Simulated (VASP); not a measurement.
# HgTe (Coloradoite) (F-43m) in VASP: a series of runs, part 2 of 2

VASP 6.6.1. The steps go on from the part before.

## Step 4: Single point, PBE

This run uses another cell than the first one, of 32.96 Å³/atom, 1.188 times its volume.

INCAR reads:

```
  PREC = Accurate
  ENCUT = 520
  EDIFF = 1E-7
  ISMEAR = -1
  SIGMA = 0.05
  LREAL = False
  LASPH = True
  NELM = 60
  ALGO = Normal
  ISIF = 2
  LWAVE = False
  LCHARG = False
  GGA = PE
  NBANDS = 16
```

KPOINTS reads:

```
Automatic mesh
0
Gamma
  7 7 7
```

POSCAR reads:

```
HgTe
1.0
    0.0000000000      3.2063757328      3.2063757328
    3.2063757328      0.0000000000      3.2063757328
    3.2063757328      3.2063757328      0.0000000000
Hg Te
1 1
Direct
    0.0000000000      0.0000000000      0.0000000000
    0.7500000000      0.7500000000      0.7500000000
```

Potentials or basis: VASP PAW PBE potentials, release 64 (Hg, Te).

On the command line:

```sh
$ cat potpaw_PBE.64/Hg/POTCAR potpaw_PBE.64/Te/POTCAR > POTCAR
$ mpirun -np 1 vasp_std > vasp.out
```

OUTCAR:

```text
PREC = Accurate
   ENCUT = 520
   EDIFF = 1E-7
   ISMEAR = -1
   LREAL = False
   LASPH = True
   NELM = 60
   ISIF = 2
   GGA = PE

 ion  position               nearest neighbor table
   1  0.000  0.000  0.000-   2 2.78   2 2.78   2 2.78   2 2.78
   2  0.750  0.750  0.750-   1 2.78   1 2.78   1 2.78   1 2.78

  LATTYP: Found a face centered cubic cell.
 ALAT       =     6.4127514656

  Lattice vectors:

 A1 = (   0.0000000000,   3.2063757328,   3.2063757328)
 A2 = (   3.2063757328,   0.0000000000,   3.2063757328)
 A3 = (   3.2063757328,   3.2063757328,   0.0000000000)

Analysis of symmetry for initial positions (statically):
=====================================================================
 Subroutine PRICEL returns:
 Original cell was already a primitive cell.

 Routine SETGRP: Setting up the symmetry group for a
 face centered cubic supercell.

 Subroutine GETGRP returns: Found 24 space group operations
 (whereof 24 operations were pure point group operations)
 out of a pool of 48 trial point group operations.

The static configuration has the point symmetry T_d .

Analysis of symmetry for dynamics (positions and initial velocities):
=====================================================================
 Subroutine PRICEL returns:
 Original cell was already a primitive cell.

 Routine SETGRP: Setting up the symmetry group for a
 face centered cubic supercell.

 Subroutine GETGRP returns: Found 24 space group operations
 (whereof 24 operations were pure point group operations)
 out of a pool of 48 trial point group operations.

The dynamic configuration has the point symmetry T_d .

 Subroutine INISYM returns: Found 24 space group operations
 (whereof 24 operations are pure point group operations),
 and found     1 'primitive' translations

----------------------------------------------------------------------------------------

                                     Primitive cell
[... 103 lines left out ...]
   IALGO  =     38    algorithm
   IMIX   =      4    mixing-type and parameters
     AMIX     =   0.40;   BMIX     =  1.00
     AMIX_MAG =   1.60;   BMIX_MAG =  1.00
  volume/ion in A,a.u.               =      32.96       222.45
  Fermi-wavevector in a.u.,A,eV,Ry     =   1.062041  2.006966 15.346432  1.127931
  Thomas-Fermi vector in A             =   2.197478
   LORBIT       =      0    0 simple, 1 ext, 2 COOP (PROOUT), +10 PAW based schemes
   GGA     = PE    functional components
   LHFCALC =     F    Hartree Fock is set to
   AEXX    =    0.0000 exact exchange contribution
   IVDW    =     0    specifies the selected vdW correction
   LEPSILON=     F    determine dielectric tensor
   LRPA    =     F    only Hartree local field effects (RPA)
 non-spin polarized calculation
  energy-cutoff  :      520.00
  volume of cell :       65.93
 maximum number of plane-waves:      1807
 NGX is ok and might be reduce to    36
   NGX = 17   NGY = 17   NGZ = 17

 number of electron      17.9999999 magnetization

 Free energy of the ion-electron system (eV)
  ---------------------------------------------------
  ext. energy  EPLUGINS =         0.00000000
  ---------------------------------------------------
  free energy    TOTEN  =        -3.53638475 eV

  energy without entropy =       -3.53570571  energy(sigma->0) =       -3.53604523

 E-fermi :   3.3980     XC(G=0):  -8.8521

 val. band max:        3.3579376172   @ k =   0.0000   0.0000   0.0000
 cond. band min:       4.0845249960   @ k =   0.4286   0.0000   0.0000
 fundamental gap:      0.7265873787
 Fermi energy:         3.3980021161

 k-point     1 :       0.0000    0.0000    0.0000
  band No.  band energies     occupation
      1      -8.8052      2.00000
      2      -4.1427      2.00000
      3      -4.1427      2.00000
      4      -4.1427      2.00000
      5      -3.5836      2.00000
      6      -3.5836      2.00000
[... 357 lines left out ...]
      3      -3.8664      2.00000
      4      -3.6560      2.00000
      5      -3.5983      2.00000
      6      -2.9961      2.00000
[... 8 lines left out ...]
     15      13.4813      0.00000
     16      15.2825      0.00000

------------------------ aborting loop because EDIFF is reached ----------------------------------------

  FORCE on cell =-STRESS in cart. coord.  units (eV):
  Direction    XX          YY          ZZ          XY          YZ          ZX
  --------------------------------------------------------------------------------------
  -------------------------------------------------------------------------------------
  Total        2.0919016      2.0919016      2.0919016     -0.0000000      0.0000000      0.0000000
  in kB       50.8368468     50.8368468     50.8368468     -0.0000000      0.0000000      0.0000000
  external PRESSURE =      50.8368468 kB  Pullay stress =       0.0000000 kB

 VOLUME and BASIS-vectors are now :
 -----------------------------------------------------------------------------
  energy-cutoff  :      520.00
  volume of cell :       65.93
      direct lattice vectors                 reciprocal lattice vectors
     0.000000000  3.206375733  3.206375733    -0.155939304  0.155939304  0.155939304
     3.206375733  0.000000000  3.206375733     0.155939304 -0.155939304  0.155939304
     3.206375733  3.206375733  0.000000000     0.155939304  0.155939304 -0.155939304

 POSITION                                       TOTAL-FORCE (eV/Angst)
 -----------------------------------------------------------------------------------
      0.00000      0.00000      0.00000         0.000000      0.000000      0.000000
      4.80956      4.80956      4.80956        -0.000000     -0.000000     -0.000000
 -----------------------------------------------------------------------------------
    total drift:                                0.000000      0.000000      0.000000

  FREE ENERGIE OF THE ION-ELECTRON SYSTEM (eV)
  ---------------------------------------------------
  free  energy   TOTEN  =        -3.5363847528 eV

  energy  without entropy=       -3.5357057138  energy(sigma->0) =       -3.53604523
```

OSZICAR:

```text
N       E                     dE             d eps       ncg     rms          rms(c)
DAV:   1     0.107554671831E+03    0.10755E+03   -0.81361E+03   648   0.980E+02
DAV:   2    -0.752200945412E-01   -0.10763E+03   -0.10086E+03   736   0.228E+02
DAV:   3    -0.371948974869E+01   -0.36443E+01   -0.36353E+01   800   0.443E+01
DAV:   4    -0.375337241539E+01   -0.33883E-01   -0.33881E-01   912   0.387E+00
DAV:   5    -0.375350127108E+01   -0.12886E-03   -0.12886E-03   864   0.204E-01    0.810E+00
DAV:   6    -0.354553008474E+01    0.20797E+00   -0.40347E-01   752   0.874E+00    0.635E+00
DAV:   7    -0.353720401711E+01    0.83261E-02   -0.10416E-01   712   0.224E+00    0.224E+00
DAV:   8    -0.353632384233E+01    0.88017E-03   -0.11632E-02   712   0.125E+00    0.575E-01
DAV:   9    -0.353634103781E+01   -0.17195E-04   -0.73035E-04   808   0.313E-01    0.142E-01
DAV:  10    -0.353637138741E+01   -0.30350E-04   -0.86763E-05   776   0.811E-02    0.512E-02
DAV:  11    -0.353638746933E+01   -0.16082E-04   -0.39230E-05   768   0.496E-02    0.443E-02
DAV:  12    -0.353638507924E+01    0.23901E-05   -0.47875E-06   712   0.209E-02    0.213E-02
DAV:  13    -0.353638485523E+01    0.22402E-06   -0.81388E-07   800   0.454E-03    0.654E-03
DAV:  14    -0.353638473212E+01    0.12311E-06   -0.32843E-07   704   0.565E-03    0.487E-03
DAV:  15    -0.353638475278E+01   -0.20659E-07   -0.38706E-08   432   0.156E-03
   1 F= -.35363848E+01 E0= -.35360452E+01  d E =-.679039E-03
```

stdout:

```text
POSCAR found type information on POSCAR HgTe
 POSCAR found :  2 types and       2 ions
 scaLAPACK will be used
 LDA part: xc-table for (Slater+PW92), standard interpolation
 POSCAR, INCAR and KPOINTS ok, starting setup
 FFT: planning ... GRIDC
 FFT: planning ... GRID_SOFT
 FFT: planning ... GRID
 WAVECAR not read
 entering main loop
```

It took 50 s on 1 thread of Intel Xeon Platinum 8488C (Sapphire Rapids), shared host; peak memory 0.2 GiB.

What came out:

```
Free energy            : -3.5364 eV
Pressure               : 5.1 GPa
Band gap on the k mesh : zero (filled and empty bands touch)
```

Caveat: spin-orbit coupling is left out, which moves the levels of the heavy elements.

## Step 5: Single point, PBE

This run uses another cell than the first one, of 34.95 Å³/atom, 1.260 times its volume.

INCAR reads:

```
SYSTEM = HgTe
PREC = Accurate
ENCUT = 520
EDIFF = 1E-7
ISMEAR = -1
SIGMA = 0.05
LREAL = .False.
LASPH = .True.
NELM = 60
ALGO = Normal
ISIF = 2
LWAVE = .False.
LCHARG = .False.
GGA = PE
NBANDS = 16
```

KPOINTS reads:

```
Automatic mesh
0
Gamma
  7 7 7
  0 0 0
```

POSCAR reads:

```
HgTe
1.0
    0.0000000000      3.2696498147      3.2696498147
    3.2696498147      0.0000000000      3.2696498147
    3.2696498147      3.2696498147      0.0000000000
Hg Te
1 1
Direct
    0.0000000000      0.0000000000      0.0000000000
    0.7500000000      0.7500000000      0.7500000000
```

On the command line:

```sh
$ cat potpaw_PBE.64/Hg/POTCAR potpaw_PBE.64/Te/POTCAR > POTCAR
$ mpirun -np 1 vasp_std > vasp.out
```

Run time: 44 s. Hardware: 1 thread of Intel Xeon Platinum 8488C (Sapphire Rapids), shared host; peak memory 0.21 GiB.

The run converged. Its results:

| Property | Result |
| --- | --- |
| Free energy | -3.6240 eV |
| Pressure | 2.1 GPa |
| Band gap on the k mesh | zero (filled and empty bands touch) |

Levels at points of the mesh, in eV from the Fermi level:
| k point | band 5 | band 6 | band 7 | band 8 | band 9 | band 10 | band 11 | band 12 | band 13 | band 14 |
| --- | --- | --- | --- | --- | --- | --- | --- | --- | --- | --- |
| (0.00, 0.00, 0.00) | -6.71 | -6.71 | -0.85 | -0.04 | -0.04 | -0.04 | 4.25 | 4.25 | 4.25 | 6.45 |

Caveat: spin-orbit coupling is left out, which moves the levels of the heavy elements.

## Step 6: Summary

| cell | gap on the mesh (eV) | pressure (GPa) |
| --- | --- | --- |
| a = 4.281 Å, angles 60.0°, 2 atoms | none | 20.2 |
| a = 4.426 Å, angles 60.0°, 2 atoms | none | 10.1 |
| a = 4.535 Å, angles 60.0°, 2 atoms | none | 5.1 |
| a = 4.624 Å, angles 60.0°, 2 atoms | none | 2.1 |

Alike in all rows: task single point; level PBE; potentials or basis VASP PAW PBE potentials, release 64 (Hg, Te); no spin polarisation; k mesh 7 × 7 × 7; cutoff (eV) 520; smearing fermi-dirac 0.05 eV.

Caveats: spin-orbit coupling is left out, which moves the levels of the heavy elements.

Total energies depend on the potentials used, so only differences within one code and one set of settings carry meaning.
